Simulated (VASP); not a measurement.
Input of a VASP 6.6.1 run:

The input INCAR:

```
SYSTEM = PtS2
PREC     = Accurate       ! precision mode
ENCUT    = 520            ! plane-wave cutoff, eV
EDIFF    = 1E-7           ! SCF threshold, eV
ISMEAR   = 0              ! smearing method
SIGMA    = 0.05           ! smearing width, eV
LREAL    = .False.        ! projectors in reciprocal space
LASPH    = .True.         ! aspherical terms in the spheres
NELM     = 60             ! most SCF steps
ALGO     = Normal         ! electronic algorithm
ISIF     = 2              ! what is computed and relaxed
LWAVE    = .False.        ! write WAVECAR
LCHARG   = .False.        ! write CHGCAR
GGA      = PS             ! functional
NBANDS   = 18             ! bands
```

The input KPOINTS:

```
Automatic mesh
0
Gamma
  12 12 8
  0 0 0
```

Contents of POSCAR:

```
PtS2
1.0
    3.4860411020      0.0000000000      0.0000000000
   -1.7430205510      3.0190001530      0.0000000000
    0.0000000000      0.0000000000      5.2053905590
Pt S
1 2
Direct
    0.0000000000      0.0000000000      0.0000000000
    0.3333333333      0.6666666667      0.2500000000
    0.6666666667      0.3333333333      0.7500000000
```

Potentials or basis: VASP PAW PBE potentials, release 64 (Pt, S).

Launch:

```console
$ cat potpaw_PBE.64/Pt/POTCAR potpaw_PBE.64/S/POTCAR > POTCAR
$ mpirun -np 1 vasp_std > vasp.out
```

Q: Predict the largest force.

A: 0.733 eV/Å.

Q: What does it give for the pressure?

A: -1.5 GPa.

Q: Estimate the band gap on the k mesh.

A: 0.65 eV, indirect (least direct gap 0.85 eV).

Forces in eV/Å, atoms in the order of the input:
```
Pt   0.000  0.000  0.000
S    0.000  0.000 -0.733
S    0.000  0.000  0.733
```

Caveat: the PAW data sets were made with another functional, which shifts forces and pressure a little; spin-orbit coupling is left out, which moves the levels of the heavy elements. A k mesh can miss the band edges.
